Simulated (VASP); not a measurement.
Si, 1 atom in the cell. It takes space group P6/mmm (No. 191, hexagonal). The conventional cell has a = 2.555 Å, b = 2.555 Å, c = 2.590 Å, α = 90.00°, β = 90.00°, γ = 120.00°. Si (site symmetry 6/mmm) has 8 Si at 2.56 to 2.59 Å within 3.4 Å.  This cell differs from its parent crystal: strain -0.025 along x and y, +0.050 along z.

```yaml
Program: VASP 6.6.1
Task: single point
Functional: LDA
Potentials_or_basis: VASP PAW LDA potentials, release 64 (Si)
Cutoff: 520 eV
k_mesh: 21 × 21 × 20
Occupations: gaussian, width 0.15 eV
Spin: no spin polarisation
Dipole_correction: no
Further_INCAR_settings: ALGO = Normal; EDIFF = 1e-06; NBANDS = 8
```

Potentials or basis: VASP PAW LDA potentials, release 64 (Si).

Run with:

```sh
$ cat potpaw_LDA.64/Si/POTCAR > POTCAR
$ mpirun -np 1 vasp_std > vasp.out
```

Hardware: 1 thread of Intel(R) Xeon(R) 6975P-C (Granite Rapids), on a shared host.

**Question.** How long does it take, and how much memory?

**Answer.** Wall time 15 s on 1 thread of Intel(R) Xeon(R) 6975P-C (Granite Rapids) (shared host), peak memory 0.15 GiB. Counts: scf iterations 9, k points 528.
